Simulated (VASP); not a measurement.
Runs of VASP 6.6.1 on AgBr. The structure is that of space group Fm-3m (No. 225), or close to it. The cells are those of the table. 

```csv
task,cell,cutoff (eV),gap on the mesh (eV),pressure (GPa)
electric field gradients,"a = 4.109 Å, angles 60.0°, 2 atoms",400,0.49,-5.6
single point,"a = 4.054 Å, angles 60.0°, 2 atoms",500,0.48,(a)
electric field gradients,"a = 4.135 Å, angles 60.0°, 2 atoms",400,0.49,(b)
single point,"a = 4.109 Å, angles 60.0°, 2 atoms",500,0.49,-5.4
electric field gradients,"a = 4.026 Å, angles 60.0°, 2 atoms",400,0.49,-3.3
```

Alike in all rows: level LDA; potentials or basis VASP PAW LDA potentials, release 64 (Ag, Br); no spin polarisation; k mesh 7 × 7 × 7; smearing fermi-dirac 0.03 eV.

Estimate the missing entries.

(a) -4.0; (b) -6.2.

A k mesh can miss the band edges, and the runs leave out spin-orbit coupling on Ag, Br.
